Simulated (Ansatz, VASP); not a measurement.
# Two plane-wave programs on AlSn

Contents of POSCAR:

```
AlSn
1.0
    4.1981056157      0.0000000000      0.0000000000
   -2.0990528078      3.6356661109      0.0000000000
    0.0000000000      0.0000000000      3.3068470000
Sn Al
1 1
Direct
    0.3333333333      0.6666666667      0.5000000000
    0.0000000000      0.0000000000      0.0000000000
```

INCAR.step1

```
PREC     = Accurate       # precision mode
ENCUT    = 520            # plane-wave cutoff, eV
ISMEAR   = -1             # smearing method
SIGMA    = 0.05           # smearing width, eV
LREAL    = False          # projectors in reciprocal space
LASPH    = True           # aspherical terms in the spheres
NELM     = 150            # most SCF steps
MAGMOM   = 0 0 0 0 0 0    # initial moments
LSORBIT  = True           # spin-orbit coupling
GGA_COMPAT= False        
NBANDS   = 29             # bands
GGA      = PE             # functional
ALGO     = Normal         # electronic algorithm
EDIFF    = 1E-4           # SCF threshold, eV
LWAVE    = True           # write WAVECAR
LCHARG   = False          # write CHGCAR
```

INCAR.step2

```
PREC     = Accurate       # precision mode
ENCUT    = 520            # plane-wave cutoff, eV
EDIFF    = 1E-6           # SCF threshold, eV
ISMEAR   = -1             # smearing method
SIGMA    = 0.05           # smearing width, eV
LREAL    = False          # projectors in reciprocal space
LASPH    = True           # aspherical terms in the spheres
NELM     = 150            # most SCF steps
ALGO     = Normal         # electronic algorithm
ISIF     = 2              # what is computed and relaxed
LWAVE    = False          # write WAVECAR
LCHARG   = False          # write CHGCAR
MAGMOM   = 0 0 0 0 0 0    # initial moments
LORBIT   = 11             # projections on sites
LSORBIT  = True           # spin-orbit coupling
GGA_COMPAT= False        
LORBMOM  = True         
METAGGA  = R2SCAN         # meta-GGA
LMIXTAU  = True         
NBANDS   = 29             # bands
ISTART   = 1
```

The input KPOINTS:

```
Automatic mesh
0
Gamma
  5 5 6
```

The input input.yaml:

```yaml
crystal:
  lattice:
    - [4.1981056157, 0.0, 0.0]
    - [-2.0990528078, 3.6356661109, 0.0]
    - [0.0, 0.0, 3.306847]
  atoms:
    - { symbol: Sn, position: [0.3333333333, 0.6666666667, 0.5] }
    - { symbol: Al, position: [0.0, 0.0, 0.0] }
hamiltonian:
  xc: r2scan
  pseudopotentials: { kind: paw_fr }
magnetization:
  noncollinear: true
  spin_orbit: true
kpoints:
  mp_grid: { grid: [5, 5, 6] }
  band_path:
    path:
      - [[0.0, 0.0, 0.0], [0.5, 0.0, 0.0], [0.3333333333, 0.3333333333, 0.0], [0.0, 0.0, 0.0], [0.0, 0.0, 0.5], [0.5, 0.0, 0.5], [0.3333333333, 0.3333333333, 0.5], [0.0, 0.0, 0.5]]
      - [[0.5, 0.0, 0.5], [0.5, 0.0, 0.0]]
      - [[0.3333333333, 0.3333333333, 0.0], [0.3333333333, 0.3333333333, 0.5]]
    npoints: 14
scf:
  occupations: { method: fermi_dirac, width: 0.05 }
  n_extra_bands: 6
output:
  forces: true
  stress: true
  eigenvalues: true
  fatbands: true
  write_density: true
  write_potential: true
  elf: true
  volumetric_format: npy
```

Alike in both runs: functional r2SCAN; k mesh 5 × 5 × 6; occupations fermi-dirac, width 0.05 eV; non-collinear spin, spin-orbit coupling.

```csv
,VASP,Ansatz
version,VASP 6.6.1,Ansatz 0.2.0
potentials or method,"VASP PAW PBE potentials, release 64 (Sn_d, Al)",Ansatz PAW
plane-wave cutoff (eV),520,500
valence electrons in the cell,17,17
task,single point,band structure
```

|  | VASP | Ansatz | Ansatz less VASP |
| --- | --- | --- | --- |
| pressure (GPa) | -1.5 | -1.4 | +0.10 |
| traceless stress, the component that is largest in VASP (GPa) | -1.84 | -1.87 | -0.033 |
| net moment per atom (μB) | 0.00 | 0.00 | 0.000 |

VASP's potentials were made for PBE, not for r2SCAN.
